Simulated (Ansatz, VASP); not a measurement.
## Two plane-wave programs on K

```
CELL_PARAMETERS angstrom
0.00000 3.24276 3.24276
3.24276 0.00000 3.24276
3.24276 3.24276 0.00000
ATOMIC_POSITIONS crystal
K 0.00000 0.00000 0.00000
```

Alike in both runs: task single point; functional PBE; k mesh 9 × 9 × 9; occupations fermi-dirac, width 0.1 eV; no spin polarisation.

|  | VASP | Ansatz |
| --- | --- | --- |
| version | VASP 6.6.1 | Ansatz 0.2.0 |
| potentials or method | VASP PAW PBE potentials, release 64 (K_sv), cutoff 520 eV | plane waves (420 eV) with PAW, scalar-relativistic |
| valence electrons in the cell | 9 | 9 |

```csv
,VASP,Ansatz,Ansatz less VASP
pressure (GPa),0.3,0.3,+0.01
```

With one functional, cell and mesh, what is left measures potentials, basis and numerics.
